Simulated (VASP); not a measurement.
# Si16O31 (a cell with a defect) in VASP: notebook, part 2 of 3

VASP 6.6.1. Earlier steps stand in the parts before.

## Step 3: Relaxation of the atoms, PBEsol

File INCAR:

```
ALGO     = Normal         # electronic algorithm
EDIFF    = 1E-7           # SCF threshold, eV
EDIFFG   = -0.03          # ionic threshold
ENCUT    = 520            # plane-wave cutoff, eV
GGA      = PS             # functional
GGA_COMPAT= False        
IBRION   = 2              # ionic algorithm
ISIF     = 2              # what is computed and relaxed
ISMEAR   = -1             # smearing method
ISYM     = -1           
LASPH    = True           # aspherical terms in the spheres
LCHARG   = False          # write CHGCAR
LREAL    = Auto         
LWAVE    = False          # write WAVECAR
NELECT   = 248.0        
NELM     = 120            # most SCF steps
NELMIN   = 4            
NSW      = 100            # ionic steps
PREC     = Accurate       # precision mode
SIGMA    = 0.05           # smearing width, eV
```

File KPOINTS:

```
explicit points
1
Reciprocal
  0.25000000   0.25000000   0.25000000 1
```

File POSCAR:

```
Si16O31
1.0
    8.3886930000      0.0000000000      0.0000000000
    0.0000000000      8.3886930000      0.0000000000
    0.0000000000      0.0000000000      5.3570950000
Si O
16 31
Direct
    0.0020770000      0.9982170000      0.0037490000
    0.0019010000      0.0027020000      0.4955940000
    0.0014430000      0.5007340000      0.9900520000
    0.0012040000      0.5009680000      0.4960780000
    0.4982280000      0.9978960000      0.0067200000
    0.5021380000      0.0008010000      0.5026690000
    0.4978250000      0.5000140000      0.9968780000
    0.5026740000      0.5015260000      0.4908880000
    0.2496390000      0.2525940000      0.2550040000
    0.2529130000      0.2490030000      0.7544130000
    0.2493760000      0.7506740000      0.2420720000
    0.2501340000      0.7508910000      0.7515870000
    0.7516680000      0.2477170000      0.2516780000
    0.7511530000      0.2522530000      0.7567160000
    0.7496200000      0.7561070000      0.2512490000
    0.7510280000      0.7512440000      0.7458850000
    0.1544370000      0.1519700000      0.9949200000
    0.1494660000      0.1542290000      0.4966560000
    0.1532410000      0.6535000000      0.9960930000
    0.1521220000      0.6535680000      0.5010480000
    0.6528750000      0.1510180000      0.9998400000
    0.6585530000      0.1514790000      0.4988720000
    0.6515530000      0.6498490000      0.9968420000
    0.6572440000      0.6532990000      0.4987530000
    0.3443850000      0.3510690000      0.0025340000
    0.3445580000      0.3443670000      0.5093310000
    0.3465840000      0.8488700000      0.0014570000
    0.3490630000      0.8497020000      0.5007890000
    0.8490600000      0.3452320000      0.9976800000
    0.8491120000      0.3523430000      0.5005100000
    0.8458440000      0.8463270000      0.0066430000
    0.8492530000      0.8415300000      0.5017880000
    0.0939540000      0.4056070000      0.2507810000
    0.0989590000      0.4061420000      0.7529890000
    0.0991700000      0.9028400000      0.2557160000
    0.0946470000      0.9049710000      0.7461160000
    0.5985420000      0.4046060000      0.7414580000
    0.5976240000      0.9018540000      0.2512040000
    0.5971820000      0.9022150000      0.7503110000
    0.4056030000      0.1000530000      0.2469690000
    0.4050960000      0.0983570000      0.7453260000
    0.3999970000      0.5998360000      0.2521920000
    0.4017320000      0.5981940000      0.7522920000
    0.9034420000      0.0981560000      0.2519490000
    0.9028380000      0.0943280000      0.7517410000
    0.9027550000      0.5974950000      0.2452150000
    0.9018780000      0.5982290000      0.7549640000
```

Potentials or basis: VASP PAW PBE potentials, release 64 (Si, O).

Command:

```
$ cat potpaw_PBE.64/Si/POTCAR potpaw_PBE.64/O/POTCAR > POTCAR
$ mpirun -np 1 vasp_std > vasp.out
```

OUTCAR:

```text
EDIFF = 1E-7
   EDIFFG = -0.03
   ENCUT = 520
   GGA = PS
   IBRION = 2
   ISIF = 2
   ISMEAR = -1
   ISYM = -1
   LASPH = True
   LREAL = Auto
   NELECT = 248.0
   NELM = 120
   NELMIN = 4
   NSW = 100
   PREC = Accurate

 ion  position               nearest neighbor table
   1  0.002  0.998  0.004-  36 1.77  35 1.77  44 1.78  45 1.78  17 1.82  31 1.83   2 2.64   2 2.72

   2  0.002  0.003  0.496-  35 1.74  44 1.74  36 1.75  18 1.77  45 1.78  32 1.86   1 2.64   1 2.72

   3  0.001  0.501  0.990-  34 1.71  47 1.72  33 1.79  46 1.79  19 1.81  29 1.83   4 2.65   4 2.71
[... 53 lines left out ...]
  46  0.903  0.597  0.245-   4 1.77   3 1.79  15 1.85
  47  0.902  0.598  0.755-   3 1.72  16 1.80   4 1.81

IMPORTANT INFORMATION: All symmetrisations will be switched off!
NOSYMM: (Re-)initialisation of all symmetry stuff for point group C_1.

----------------------------------------------------------------------------------------

                                     Primitive cell

  volume of cell :     376.9797

  direct lattice vectors                    reciprocal lattice vectors
     8.388693000  0.000000000  0.000000000     0.119208082  0.000000000  0.000000000
     0.000000000  8.388693000  0.000000000     0.000000000  0.119208082  0.000000000
     0.000000000  0.000000000  5.357095000     0.000000000  0.000000000  0.186668334

  length of vectors
     8.388693000  8.388693000  5.357095000     0.119208082  0.119208082  0.186668334

  position of ions in fractional coordinates (direct lattice)
     0.002077000  0.998217000  0.003749000
     0.001901000  0.002702000  0.495594000
     0.001443000  0.500734000  0.990052000
     0.001204000  0.500968000  0.496078000
     0.498228000  0.997896000  0.006720000
     0.502138000  0.000801000  0.502669000
[... 39 lines left out ...]
     0.902755000  0.597495000  0.245215000
     0.901878000  0.598229000  0.754964000

  ion indices of the primitive-cell ions
   primitive index   ion index
                 1           1
                 2           2
                 3           3
                 4           4
                 5           5
[... 115 lines left out ...]
 Free energy of the ion-electron system (eV)
  ---------------------------------------------------
  ext. energy  EPLUGINS =         0.00000000
  ---------------------------------------------------
  free energy    TOTEN  =      -395.98727360 eV

  energy without entropy =     -395.93865020  energy(sigma->0) =     -395.96296190

------------------------ aborting loop because EDIFF is reached ----------------------------------------

  FORCE on cell =-STRESS in cart. coord.  units (eV):
  Direction    XX          YY          ZZ          XY          YZ          ZX
  --------------------------------------------------------------------------------------
  -------------------------------------------------------------------------------------
  Total      -27.0282965    -27.9347063    -22.0135189     -0.4773532     -0.5949682     -0.6150027
  in kB     -114.8712395   -118.7235138    -93.5582528     -2.0287684     -2.5286365     -2.6137839
  external PRESSURE =    -109.0510020 kB  Pullay stress =       0.0000000 kB
[... 224 lines left out ...]
  FREE ENERGIE OF THE ION-ELECTRON SYSTEM (eV)
  ---------------------------------------------------
  free  energy   TOTEN  =      -398.5754041581 eV

  energy  without entropy=     -398.5754041470  energy(sigma->0) =     -398.57540415

[... ionic steps 4 to 18 ...]

--------------------------------------- Ionic step       19  -------------------------------------------

 number of electron     247.9999923 magnetization

------------------------ aborting loop because EDIFF is reached ----------------------------------------
[... 157 lines left out ...]
--------------------------------------- Ionic step       21  -------------------------------------------

 number of electron     247.9999923 magnetization

 Free energy of the ion-electron system (eV)
  ---------------------------------------------------
  ext. energy  EPLUGINS =         0.00000000
  ---------------------------------------------------
  free energy    TOTEN  =      -399.38928506 eV

  energy without entropy =     -399.38928506  energy(sigma->0) =     -399.38928506

 E-fermi :   8.6469     XC(G=0): -12.2837

 val. band max:        7.4055760876   @ k =   0.2500   0.2500   0.2500
 cond. band min:      10.4088712131   @ k =   0.2500   0.2500   0.2500
 fundamental gap:      3.0032951254
 Fermi energy:         8.6468694032

 k-point     1 :       0.2500    0.2500    0.2500
  band No.  band energies     occupation
      1     -14.3356      2.00000
      2     -13.9045      2.00000
      3     -13.5236      2.00000
      4     -13.1756      2.00000
      5     -12.8893      2.00000
      6     -12.6332      2.00000
[... 128 lines left out ...]
    135      15.8209      0.00000
    136      16.0306      0.00000
 [bands above 136 left out]

------------------------ aborting loop because EDIFF is reached ----------------------------------------

  FORCE on cell =-STRESS in cart. coord.  units (eV):
  Direction    XX          YY          ZZ          XY          YZ          ZX
  --------------------------------------------------------------------------------------
  -------------------------------------------------------------------------------------
  Total      -24.3165113    -24.3796887    -17.0128268    -10.2653014     -0.1811044     -0.1833755
  in kB     -103.3460541   -103.6145603    -72.3051302    -43.6279028     -0.7697003     -0.7793524
  external PRESSURE =     -93.0885815 kB  Pullay stress =       0.0000000 kB
[... 62 lines left out ...]
  FREE ENERGIE OF THE ION-ELECTRON SYSTEM (eV)
  ---------------------------------------------------
  free  energy   TOTEN  =      -399.3892850594 eV

  energy  without entropy=     -399.3892850593  energy(sigma->0) =     -399.38928506

 reached required accuracy - stopping structural energy minimisation
```

CONTCAR:

```text
Si16O31
   1.00000000000000
     8.3886930000000000    0.0000000000000000    0.0000000000000000
     0.0000000000000000    8.3886930000000000    0.0000000000000000
     0.0000000000000000    0.0000000000000000    5.3570950000000002
  Si              O
    16    31
Direct
     0.0013346470073149    0.9995845938837956    0.9962222455688038
     0.0014517880974855    0.9996382881035398    0.5035166947269845
     0.0021699900188266    0.5014134985037398    0.0011926535174311
     0.0023077305999595    0.5014449049859990    0.4986419957277665
     0.4995972383282499    0.9988269414138971    0.0010959794495240
     0.4995809493473359    0.9989292824499397    0.4986035002410031
[... 39 lines left out ...]
     0.9047715846033447    0.5985848709459920    0.2500196705679372
     0.9044553825695952    0.5959088336933069    0.7498785854120964

  0.00000000E+00  0.00000000E+00  0.00000000E+00
  0.00000000E+00  0.00000000E+00  0.00000000E+00
  0.00000000E+00  0.00000000E+00  0.00000000E+00
  0.00000000E+00  0.00000000E+00  0.00000000E+00
  0.00000000E+00  0.00000000E+00  0.00000000E+00
  0.00000000E+00  0.00000000E+00  0.00000000E+00
[... 39 lines left out ...]
  0.00000000E+00  0.00000000E+00  0.00000000E+00
  0.00000000E+00  0.00000000E+00  0.00000000E+00
```

Run time: 24 min. Hardware: 1 thread of Intel Xeon Platinum 8124M at 3.00GHz (Skylake/Cascade Lake), shared host; peak memory 0.45 GiB.

Results:

- Free energy: -399.3893 eV
- Energy gained by relaxing: 72.4 meV/atom
- Ionic steps: 21
- Largest force after relaxing: 0.026 eV/Å

Forces on the atoms (eV/Å):
```
Si  -0.005  0.004 -0.001
Si  -0.011  0.005  0.000
Si  -0.004  0.006 -0.007
Si  -0.008  0.004  0.007
Si   0.002 -0.004  0.001
Si   0.007 -0.004 -0.005
Si  -0.001  0.006  0.025
Si   0.007 -0.002 -0.019
Si   0.000  0.000 -0.006
Si   0.001 -0.003  0.009
Si  -0.004 -0.006 -0.005
Si  -0.012  0.004  0.004
Si   0.006 -0.001 -0.003
Si   0.005 -0.006 -0.002
Si   0.001  0.000  0.000
Si   0.004 -0.003  0.012
O    0.002  0.005 -0.001
O   -0.012  0.013  0.011
O   -0.005  0.000  0.000
O   -0.008  0.005 -0.003
O   -0.012 -0.003 -0.005
O   -0.002 -0.005  0.001
O    0.001 -0.004 -0.002
O    0.007 -0.011  0.003
O    0.002 -0.008 -0.001
O    0.006 -0.010  0.010
O    0.005  0.009 -0.004
O    0.001  0.004  0.000
O    0.004  0.009 -0.002
O    0.002  0.011 -0.005
O   -0.006  0.008 -0.005
O    0.002  0.003  0.004
O    0.003 -0.004 -0.001
O    0.000 -0.007  0.001
O    0.019 -0.014  0.005
O    0.006 -0.004 -0.004
O    0.008  0.001 -0.003
O   -0.001 -0.001  0.002
O    0.006 -0.002  0.002
O   -0.007  0.002  0.002
O   -0.011  0.002 -0.001
O    0.008 -0.013 -0.010
O    0.003 -0.004 -0.002
O   -0.011  0.016  0.003
O   -0.003 -0.007 -0.004
O    0.007  0.005 -0.002
O    0.000  0.006  0.001
```

The path:
```tsv
step	energy change (eV)	largest force (eV/Å)	pressure (GPa)
1	0.0000	4.6422	-10.91
2	-1.6009	6.1651	-8.20
3	-2.5881	2.6916	-10.16
4	-2.9683	2.3985	-9.11
5	-3.1633	1.3399	-9.67
6	-3.2360	2.3245	-9.63
7	-3.3327	0.9041	-9.76
8	-3.3576	0.8090	-9.12
9	-3.3788	0.2896	-9.40
10	-3.3891	0.2465	-9.27
11	-3.3894	0.2156	-9.29
12	-3.3948	0.1972	-9.31
13	-3.3948	0.2190	-9.31
14	-3.3988	0.1585	-9.31
15	-3.3990	0.2121	-9.30
16	-3.4009	0.1335	-9.31
17	-3.4011	0.0772	-9.31
18	-3.4018	0.0429	-9.30
19	-3.4018	0.0402	-9.30
20	-3.4020	0.0340	-9.31
21	-3.4020	0.0262	-9.31
```

Final structure:
```cif
data_structure
_symmetry_space_group_name_H-M 'P 1'
_symmetry_Int_Tables_number 1
_cell_length_a 8.3887
_cell_length_b 8.3887
_cell_length_c 5.3571
_cell_angle_alpha 90.000
_cell_angle_beta 90.000
_cell_angle_gamma 90.000
_cell_volume 376.98
loop_
_atom_site_label
_atom_site_type_symbol
_atom_site_fract_x
_atom_site_fract_y
_atom_site_fract_z
_atom_site_occupancy
Si1 Si 0.00133 0.99958 0.99622 1
Si2 Si 0.00145 0.99964 0.50352 1
Si3 Si 0.00217 0.50141 0.00119 1
Si4 Si 0.00231 0.50144 0.49864 1
Si5 Si 0.49960 0.99883 0.00110 1
Si6 Si 0.49958 0.99893 0.49860 1
Si7 Si 0.48929 0.51184 0.98079 1
Si8 Si 0.48911 0.51177 0.51898 1
Si9 Si 0.25153 0.24949 0.24975 1
Si10 Si 0.25260 0.24777 0.74972 1
Si11 Si 0.24055 0.76050 0.24992 1
Si12 Si 0.24479 0.75627 0.74991 1
Si13 Si 0.76994 0.23111 0.24999 1
Si14 Si 0.74731 0.25376 0.74996 1
Si15 Si 0.75151 0.74953 0.24987 1
Si16 Si 0.75323 0.74843 0.74982 1
O1 O 0.15486 0.15368 0.99914 1
O2 O 0.15504 0.15355 0.50034 1
O3 O 0.15523 0.65378 0.00266 1
O4 O 0.15539 0.65358 0.49709 1
O5 O 0.65031 0.16090 0.00741 1
O6 O 0.64986 0.16100 0.49228 1
O7 O 0.65245 0.64578 0.00248 1
O8 O 0.65268 0.64559 0.49717 1
O9 O 0.35549 0.34832 0.00254 1
O10 O 0.35516 0.34867 0.49714 1
O11 O 0.34733 0.84578 0.00276 1
O12 O 0.34716 0.84591 0.49715 1
O13 O 0.84007 0.35116 0.00759 1
O14 O 0.84017 0.35076 0.49253 1
O15 O 0.84731 0.84611 0.99923 1
O16 O 0.84724 0.84622 0.50052 1
O17 O 0.09844 0.40214 0.24987 1
O18 O 0.09871 0.40231 0.74989 1
O19 O 0.09581 0.90504 0.24984 1
O20 O 0.09688 0.90402 0.74990 1
O21 O 0.59294 0.40799 0.74988 1
O22 O 0.59882 0.90258 0.24986 1
O23 O 0.59862 0.90233 0.74982 1
O24 O 0.40249 0.09629 0.24974 1
O25 O 0.40517 0.09666 0.74986 1
O26 O 0.41929 0.58178 0.24990 1
O27 O 0.39517 0.60591 0.74993 1
O28 O 0.90881 0.09218 0.24988 1
O29 O 0.90137 0.09976 0.74990 1
O30 O 0.90477 0.59858 0.25002 1
O31 O 0.90446 0.59591 0.74988 1
```

Levels at points of the mesh, in eV from the Fermi level:
| k point | band 122 | band 123 | band 124 | band 125 | band 126 | band 127 |
| --- | --- | --- | --- | --- | --- | --- |
| (0.25, 0.25, 0.25) | -1.81 | -1.64 | -1.24 | 1.76 | 4.67 | 5.15 |

Caveat: the cell carries a net charge on a neutralising background, which shifts energy and pressure; the cell is charged against a uniform background, so pressure and absolute levels hang on convention; the PAW data sets were made with another functional, which shifts forces and pressure a little.

(Part 2 of 3 ends here.)
